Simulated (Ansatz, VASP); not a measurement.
## One calculation of In, two programs

```xyz
2
Lattice="0.0000 3.3410 3.3410 3.3410 0.0000 3.3410 3.3410 3.3410 0.0000" Properties=species:S:1:pos:R:3 pbc="T T T"
In    0.8352    0.8352    0.8352
In    5.8467    5.8467    5.8467
```

Alike in both runs: task single point; functional RPBE; k mesh 9 × 9 × 9; occupations fermi-dirac, width 0.1 eV; no spin polarisation.

|  | VASP | Ansatz |
| --- | --- | --- |
| version | VASP 6.6.1 | Ansatz 0.2.0 |
| potentials or method | VASP PAW PBE potentials, release 64 (In_d), cutoff 520 eV | plane waves (420 eV) with PAW, scalar-relativistic |
| valence electrons in the cell | 26 | 26 |

|  | VASP | Ansatz | Ansatz less VASP |
| --- | --- | --- | --- |
| pressure (GPa) | 1.8 | 1.8 | +0.01 |

VASP's potentials were made for PBE, not for RPBE.
